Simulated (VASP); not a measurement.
Runs of VASP 6.6.1 on RhN (CsCl type). The structure is that of space group Pm-3m (No. 221), or close to it. The cells are those of the table. 

| task | cell | cutoff (eV) | gap on the mesh (eV) | pressure (GPa) |
| --- | --- | --- | --- | --- |
| single point | a = 2.244 Å, 2 atoms | 520 | none | 564.6 |
| relaxation of cell and atoms | relaxed to 560 GPa from a = 2.244 Å, 2 atoms | 600 | none | 559.9 |
| relaxation of cell and atoms | relaxed to 560 GPa from a = 2.226 Å, 2 atoms | 600 | none | 560.1 |
| single point | a = 2.245 Å, 2 atoms | 520 | none | (a) |

Alike in all rows: level PBE; potentials or basis VASP PAW PBE potentials, release 64 (Rh_pv, N); no spin polarisation; k mesh 17 × 17 × 17; smearing fermi-dirac 0.08 eV.

Q: Estimate the missing entries.

A: (a) 563.7.

Caveats: the cell stands under pressure (at least some runs); the cell is relaxed towards a set pressure, so the run minimises the enthalpy, not the energy (at least some runs).

A k mesh can miss the band edges, and the runs leave out spin-orbit coupling on Rh.

A gap of «none» marks levels without a gap at the run's occupations.
